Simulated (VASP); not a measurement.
# LiH (P-3m1) in VASP: vibrations by perturbation theory with PBE

Aim: the vibrations by perturbation theory of LiH with PBE.

Program: VASP 6.6.1. These are calculated values, not measurements. Logs are shortened: lines on timing, memory, paths and dates and some standing lists are left out, and cuts for length are marked.

## (1) The cell of the first run

The structure is trigonal, space group P-3m1 (No. 164). Conventional cell: a = 2.812 Å, b = 2.812 Å, c = 11.840 Å, α = 90.00°, β = 90.00°, γ = 120.00°. Within 2.6 Å of Li (site symmetry 3m) lie 6 H at 1.99 to 2.03 Å and 1 Li at 2.45 Å. Li (site symmetry -3m) has 6 H at 2.03 Å and 2 Li at 2.45 Å within 2.7 Å. Within 2.6 Å of Li (site symmetry 3m) lie 6 H at 1.99 Å. Within 2.6 Å of H (site symmetry 3m) lie 6 Li at 1.99 Å. Within 2.7 Å of H (site symmetry 3m) lie 6 Li at 2.03 Å. Within 2.6 Å of H (site symmetry -3m) lie 6 Li at 1.99 Å.

## (2) Vibrations by perturbation theory, PBE

INCAR reads:

```
PREC     = Accurate       # precision mode
ENCUT    = 750            # plane-wave cutoff, eV
EDIFF    = 1E-8           # SCF threshold, eV
ISMEAR   = 0              # smearing method
SIGMA    = 0.01           # smearing width, eV
LREAL    = F              # projectors in reciprocal space
LASPH    = T              # aspherical terms in the spheres
NELM     = 120            # most SCF steps
ALGO     = Normal         # electronic algorithm
ISIF     = 2              # what is computed and relaxed
LWAVE    = F              # write WAVECAR
LCHARG   = F              # write CHGCAR
GGA      = PE             # functional
NBANDS   = 21             # bands
IBRION   = 8              # ionic algorithm
NSW      = 1              # ionic steps
LEPSILON = T              # dielectric tensor by DFPT
GGA_COMPAT= F            
KPAR     = 4
```

KPOINTS reads:

```
Automatic mesh
0
Gamma
  12 12 2
```

POSCAR reads:

```
LiH
1.0
    2.8118599498      0.0000000000      0.0000000000
   -1.4059299749      2.4351421484      0.0000000000
    0.0000000000      0.0000000000     11.8399742335
Li H
5 5
Direct
    0.0000000000      0.0000000000      0.7929663847
    0.0000000000      0.0000000000      0.0000000000
    0.0000000000      0.0000000000      0.2070336153
    0.3333333333      0.6666666667      0.4023024425
    0.6666666667      0.3333333333      0.5976975575
    0.3333333333      0.6666666667      0.6954374662
    0.6666666667      0.3333333333      0.8965786158
    0.3333333333      0.6666666667      0.1034213842
    0.6666666667      0.3333333333      0.3045625338
    0.0000000000      0.0000000000      0.5000000000
```

Potentials or basis: VASP PAW PBE potentials, release 64 (Li_sv, H).

Launch:

```bash
$ cat potpaw_PBE.64/Li_sv/POTCAR potpaw_PBE.64/H/POTCAR > POTCAR
$ mpirun -np 4 vasp_std > vasp.out
```

OUTCAR:

```text
PREC = Accurate
   ENCUT = 750
   EDIFF = 1E-8
   ISMEAR = 0
   LREAL = F
   LASPH = T
   NELM = 120
   ISIF = 2
   GGA = PE
   IBRION = 8
   NSW = 1
   LEPSILON = T

 ion  position               nearest neighbor table
   1  0.000  0.000  0.793-   2 2.45
   2  0.000  0.000  0.000-   1 2.45   3 2.45
   3  0.000  0.000  0.207-   2 2.45
   4  0.333  0.667  0.402-
   5  0.667  0.333  0.598-
   6  0.333  0.667  0.695-
   7  0.667  0.333  0.897-
   8  0.333  0.667  0.103-
   9  0.667  0.333  0.305-
  10  0.000  0.000  0.500-

  LATTYP: Found a hexagonal cell.
 ALAT       =     2.8118599498
 C/A-ratio  =     4.2107268658

  Lattice vectors:

 A1 = (   2.8118599498,   0.0000000000,   0.0000000000)
 A2 = (  -1.4059299749,   2.4351421484,   0.0000000000)
 A3 = (   0.0000000000,   0.0000000000,  11.8399742335)

Analysis of symmetry for initial positions (statically):
=====================================================================
 Subroutine PRICEL returns:
 Original cell was already a primitive cell.

 Routine SETGRP: Setting up the symmetry group for a
 hexagonal supercell.

[... 950 lines left out ...]
  1Z     0.000000    0.000000   -5.441799   -0.000000    0.000000    1.830194    0.000000    0.000000    0.571383    0.000000    0.000000    0.548259   -0.000000    0.000000    1.331321   -0.000000    0.000000    1.433077    0.000000    0.000000    1.311258    0.000000    0.000000   -0.552390    0.000000    0.000000   -0.507537   -0.000000    0.000000   -0.523766
  2X    -0.186196    0.000000    0.000000   -0.755060    0.000000    0.000000   -0.186196    0.000000    0.000000    0.001337    0.000000    0.000000    0.001337    0.000000    0.000000    0.038005    0.000000    0.000000    0.513945    0.000000    0.000000    0.513945    0.000000    0.000000    0.038005    0.000000    0.000000    0.020879    0.000000    0.000000
  2Y     0.000000   -0.186196    0.000000    0.000000   -0.755060   -0.000000    0.000000   -0.186196    0.000000    0.000000    0.001337   -0.000000    0.000000    0.001337   -0.000000    0.000000    0.038005    0.000000    0.000000    0.513945    0.000000    0.000000    0.513945    0.000000    0.000000    0.038005    0.000000    0.000000    0.020879   -0.000000
  2Z     0.000000    0.000000    1.834100    0.000000   -0.000000   -5.839970    0.000000    0.000000    1.834100   -0.000000    0.000000    0.577513    0.000000    0.000000    0.577513    0.000000   -0.000000   -0.515749    0.000000    0.000000    1.280906    0.000000    0.000000    1.280906    0.000000   -0.000000   -0.515749    0.000000    0.000000   -0.513567
  3X     0.016188    0.000000    0.000000   -0.194420    0.000000    0.000000   -1.177604    0.000000    0.000000    0.201214    0.000000    0.000000    0.013752    0.000000    0.000000   -0.003626    0.000000    0.000000    0.027314    0.000000    0.000000    0.507514    0.000000    0.000000    0.639062    0.000000    0.000000   -0.029394    0.000000    0.000000
  3Y     0.000000    0.016188    0.000000    0.000000   -0.194420    0.000000    0.000000   -1.177604   -0.000000    0.000000    0.201214    0.000000    0.000000    0.013752    0.000000    0.000000   -0.003626   -0.000000    0.000000    0.027314    0.000000    0.000000    0.507514    0.000000    0.000000    0.639062    0.000000    0.000000   -0.029394    0.000000
  3Z     0.000000    0.000000    0.571383   -0.000000    0.000000    1.830194    0.000000    0.000000   -5.441799   -0.000000    0.000000    1.331321    0.000000    0.000000    0.548259    0.000000    0.000000   -0.507537    0.000000    0.000000   -0.552390    0.000000    0.000000    1.311258   -0.000000    0.000000    1.433077   -0.000000    0.000000   -0.523766
  4X     0.013035    0.000000    0.000000   -0.005388    0.000000    0.000000    0.202074    0.000000    0.000000   -1.610020    0.000000    0.000000    0.198829    0.000000    0.000000   -0.032164    0.000000    0.000000   -0.000012   -0.000000    0.000000   -0.024262    0.000000    0.000000    0.624907    0.000000    0.000000    0.633000    0.000000    0.000000
  4Y     0.000000    0.013035    0.000000    0.000000   -0.005388    0.000000    0.000000    0.202074    0.000000    0.000000   -1.610020    0.000000    0.000000    0.198829   -0.000000    0.000000   -0.032164    0.000000    0.000000   -0.000012    0.000000   -0.000000   -0.024262    0.000000   -0.000000    0.624907    0.000000    0.000000    0.633000    0.000000
  4Z    -0.000000   -0.000000    0.546816   -0.000000    0.000000    0.577447    0.000000   -0.000000    1.324423    0.000000   -0.000000   -5.092249    0.000000    0.000000    1.304705    0.000000    0.000000   -0.497107    0.000000    0.000000   -0.534834    0.000000    0.000000   -0.542737    0.000000    0.000000    1.459323    0.000000    0.000000    1.454212
  5X     0.202074    0.000000    0.000000   -0.005388    0.000000    0.000000    0.013035    0.000000    0.000000    0.198829    0.000000    0.000000   -1.610020    0.000000    0.000000    0.624907    0.000000    0.000000   -0.024262    0.000000    0.000000   -0.000012   -0.000000    0.000000   -0.032164    0.000000    0.000000    0.633000    0.000000    0.000000
  5Y     0.000000    0.202074    0.000000    0.000000   -0.005388    0.000000    0.000000    0.013035    0.000000    0.000000    0.198829   -0.000000    0.000000   -1.610020    0.000000   -0.000000    0.624907    0.000000   -0.000000   -0.024262    0.000000    0.000000   -0.000012    0.000000    0.000000   -0.032164    0.000000    0.000000    0.633000    0.000000
  5Z     0.000000   -0.000000    1.324423   -0.000000    0.000000    0.577447   -0.000000   -0.000000    0.546816    0.000000    0.000000    1.304705    0.000000   -0.000000   -5.092249    0.000000    0.000000    1.459323    0.000000    0.000000   -0.542737    0.000000    0.000000   -0.534834    0.000000    0.000000   -0.497107    0.000000    0.000000    1.454212
  6X     0.637975    0.000000    0.000000    0.030434    0.000000    0.000000   -0.008972    0.000000    0.000000   -0.036687    0.000000    0.000000    0.618531    0.000000    0.000000   -1.758854   -0.000000    0.000000    0.214496    0.000000    0.000000   -0.005769    0.000000    0.000000    0.036707    0.000000    0.000000    0.272138   -0.000000    0.000000
  6Y     0.000000    0.637975    0.000000    0.000000    0.030434    0.000000    0.000000   -0.008972    0.000000    0.000000   -0.036687    0.000000    0.000000    0.618531   -0.000000    0.000000   -1.758854    0.000000    0.000000    0.214496    0.000000    0.000000   -0.005769    0.000000    0.000000    0.036707    0.000000    0.000000    0.272138    0.000000
  6Z     0.000000    0.000000    1.435894    0.000000    0.000000   -0.529190    0.000000   -0.000000   -0.513994    0.000000    0.000000   -0.520479   -0.000000    0.000000    1.459020    0.000000    0.000000   -3.616104    0.000000    0.000000    0.631805    0.000000   -0.000000    0.543865    0.000000    0.000000    0.505977    0.000000   -0.000000    0.603206
  7X     0.502215    0.000000    0.000000    0.512375    0.000000    0.000000    0.024047    0.000000    0.000000   -0.002836    0.000000    0.000000   -0.026290    0.000000    0.000000    0.215722    0.000000    0.000000   -1.417441    0.000000    0.000000    0.171804    0.000000    0.000000   -0.005479    0.000000    0.000000    0.025883    0.000000    0.000000
  7Y     0.000000    0.502215   -0.000000    0.000000    0.512375    0.000000    0.000000    0.024047    0.000000    0.000000   -0.002836    0.000000    0.000000   -0.026290    0.000000    0.000000    0.215722    0.000000    0.000000   -1.417441    0.000000    0.000000    0.171804    0.000000    0.000000   -0.005479    0.000000    0.000000    0.025883    0.000000
  7Z    -0.000000   -0.000000    1.306154    0.000000   -0.000000    1.294094    0.000000   -0.000000   -0.564842    0.000000    0.000000   -0.544189   -0.000000    0.000000   -0.562137    0.000000    0.000000    0.632303    0.000000    0.000000   -3.327670    0.000000    0.000000    0.668974    0.000000   -0.000000    0.544063    0.000000    0.000000    0.553250
  8X     0.024047    0.000000    0.000000    0.512375    0.000000    0.000000    0.502215    0.000000    0.000000   -0.026290    0.000000    0.000000   -0.002836    0.000000    0.000000   -0.005479    0.000000    0.000000    0.171804    0.000000    0.000000   -1.417441    0.000000    0.000000    0.215722    0.000000    0.000000    0.025883    0.000000    0.000000
  8Y     0.000000    0.024047    0.000000    0.000000    0.512375    0.000000    0.000000    0.502215   -0.000000    0.000000   -0.026290    0.000000    0.000000   -0.002836    0.000000    0.000000   -0.005479    0.000000    0.000000    0.171804    0.000000    0.000000   -1.417441    0.000000    0.000000    0.215722    0.000000    0.000000    0.025883    0.000000
  8Z     0.000000   -0.000000   -0.564842    0.000000   -0.000000    1.294094   -0.000000   -0.000000    1.306154   -0.000000    0.000000   -0.562137    0.000000    0.000000   -0.544189    0.000000   -0.000000    0.544063    0.000000    0.000000    0.668974    0.000000    0.000000   -3.327670    0.000000    0.000000    0.632303    0.000000    0.000000    0.553250
  9X    -0.008972    0.000000    0.000000    0.030434    0.000000    0.000000    0.637975    0.000000    0.000000    0.618531    0.000000    0.000000   -0.036687    0.000000    0.000000    0.036707    0.000000    0.000000   -0.005769    0.000000    0.000000    0.214496    0.000000    0.000000   -1.758854   -0.000000    0.000000    0.272138   -0.000000    0.000000
  9Y     0.000000   -0.008972    0.000000    0.000000    0.030434    0.000000    0.000000    0.637975    0.000000    0.000000    0.618531   -0.000000    0.000000   -0.036687    0.000000    0.000000    0.036707    0.000000    0.000000   -0.005769    0.000000    0.000000    0.214496    0.000000    0.000000   -1.758854    0.000000    0.000000    0.272138    0.000000
  9Z     0.000000   -0.000000   -0.513994    0.000000    0.000000   -0.529190    0.000000    0.000000    1.435894   -0.000000    0.000000    1.459020    0.000000    0.000000   -0.520479    0.000000    0.000000    0.505977    0.000000   -0.000000    0.543865    0.000000    0.000000    0.631805    0.000000    0.000000   -3.616104    0.000000   -0.000000    0.603206
 10X    -0.034072    0.000000    0.000000    0.010597    0.000000    0.000000   -0.034072    0.000000    0.000000    0.625191    0.000000   -0.000000    0.625191    0.000000   -0.000000    0.271691    0.000000    0.000000    0.025676    0.000000    0.000000    0.025676    0.000000    0.000000    0.271691    0.000000    0.000000   -1.787569    0.000000    0.000000
 10Y     0.000000   -0.034072   -0.000000    0.000000    0.010597   -0.000000    0.000000   -0.034072   -0.000000    0.000000    0.625191    0.000000    0.000000    0.625191    0.000000    0.000000    0.271691    0.000000    0.000000    0.025676    0.000000    0.000000    0.025676    0.000000    0.000000    0.271691    0.000000    0.000000   -1.787569   -0.000000
 10Z    -0.000000    0.000000   -0.533847    0.000000    0.000000   -0.540908   -0.000000    0.000000   -0.533847    0.000000    0.000000    1.448009    0.000000   -0.000000    1.448009    0.000000    0.000000    0.603398   -0.000000   -0.000000    0.553441   -0.000000   -0.000000    0.553441    0.000000    0.000000    0.603398   -0.000000    0.000000   -3.601093

 Eigenvectors and eigenvalues of the dynamical matrix
   1 f  =   32.903933 THz   206.741509 2PiTHz 1097.557067 cm-1   136.079672 meV
   2 f  =   32.699269 THz   205.455567 2PiTHz 1090.730208 cm-1   135.233250 meV
   3 f  =   32.388728 THz   203.504377 2PiTHz 1080.371661 cm-1   133.948954 meV
   4 f  =   31.792454 THz   199.757882 2PiTHz 1060.482127 cm-1   131.482967 meV
   5 f  =   23.038393 THz   144.754495 2PiTHz  768.478086 cm-1    95.279097 meV
   6 f  =   23.038393 THz   144.754495 2PiTHz  768.478086 cm-1    95.279097 meV
[... 19 lines left out ...]
  26 f  =    3.577114 THz    22.475671 2PiTHz  119.319685 cm-1    14.793749 meV
  27 f  =    3.577114 THz    22.475671 2PiTHz  119.319685 cm-1    14.793749 meV
  28 f/i=    0.106611 THz     0.669856 2PiTHz    3.556158 cm-1     0.440907 meV
  29 f/i=    0.112025 THz     0.703871 2PiTHz    3.736738 cm-1     0.463296 meV
  30 f/i=    0.112025 THz     0.703871 2PiTHz    3.736738 cm-1     0.463296 meV

 MACROSCOPIC STATIC DIELECTRIC TENSOR IONIC CONTRIBUTION
 ------------------------------------------------------
           9.533769    -0.000000     0.000000
          -0.000000     9.533769    -0.000000
           0.000000    -0.000000     9.514431
 ------------------------------------------------------

 ELASTIC MODULI CONTR FROM IONIC RELAXATION (kBar)
 Direction    XX          YY          ZZ          XY          YZ          ZX
 --------------------------------------------------------------------------------
 XX          -8.3189     -5.4124     12.1721      0.0000      7.5704     -0.0000
 YY          -5.4124     -8.3189     12.1721      0.0000     -7.5704     -0.0000
 ZZ          12.1721     12.1721    -21.5962     -0.0000     -0.0000      0.0000
 XY           0.0000      0.0000     -0.0000     -1.4533      0.0000      7.5681
 YZ           7.5704     -7.5704     -0.0000      0.0000    -52.2840     -0.0000
 ZX          -0.0000     -0.0000      0.0000      7.5681     -0.0000    -52.2519
 --------------------------------------------------------------------------------

 PIEZOELECTRIC TENSOR IONIC CONTR  for field in x, y, z        (C/m^2)
          XX          YY          ZZ          XY          YZ          ZX
  --------------------------------------------------------------------------------
  x    -0.00000    -0.00000     0.00000    -0.00000     0.00000     0.00000
  y     0.00000     0.00000    -0.00000    -0.00000     0.00000     0.00000
  z    -0.00000    -0.00000     0.00000    -0.00000     0.00000     0.00000
```

Run time: 61 min. Hardware: 4 MPI ranks of Intel Xeon Platinum 8259CL at 2.50GHz (Skylake/Cascade Lake), shared host; peak memory 1.1 GiB.

Results:

* Electronic dielectric tensor (diagonal): 4.19, 4.19, 4.15
* Born charges (mean of the diagonal): Li +0.99, +0.98, +1.00 (each value once); H -0.98, -1.00, -0.99 (each value once) e
* Highest phonon frequency at Γ: 1098 cm⁻¹

Phonon frequencies in cm⁻¹ (negative: imaginary):
| q point | frequencies |
| --- | --- |
| (0.000, 0.000, 0.000) | -4 -4 -4 119 119 144 144 207 207 261 261 317 325 504 543 586 586 599 642 642 657 657 732 732 768 768 1060 1080 1091 1098 |

Electronic dielectric tensor:
```
4.19 0.00 0.00
0.00 4.19 0.00
0.00 0.00 4.15
```

Born effective charge tensors (e):
atom 1, Li
```
0.98 0.00 0.00
0.00 0.98 0.00
0.00 0.00 1.00
```
atom 2, Li
```
0.94 0.00 0.00
0.00 0.94 0.00
0.00 0.00 1.04
```
atom 3, Li
```
0.98 0.00 0.00
0.00 0.98 0.00
0.00 0.00 1.00
```
atom 4, Li
```
1.01 0.00 0.00
0.00 1.01 0.00
0.00 0.00 0.97
```
atom 5, Li
```
1.01 0.00 0.00
0.00 1.01 0.00
0.00 0.00 0.97
```
atom 6, H
```
-0.99  0.00  0.00
 0.00 -0.99  0.00
 0.00  0.00 -0.96
```
atom 7, H
```
-0.97  0.00  0.00
 0.00 -0.97  0.00
 0.00  0.00 -1.05
```
atom 8, H
```
-0.97  0.00  0.00
 0.00 -0.97  0.00
 0.00  0.00 -1.05
```
atom 9, H
```
-0.99  0.00  0.00
 0.00 -0.99  0.00
 0.00  0.00 -0.96
```
atom 10, H
```
-1.00  0.00  0.00
 0.00 -1.00  0.00
 0.00  0.00 -0.96
```
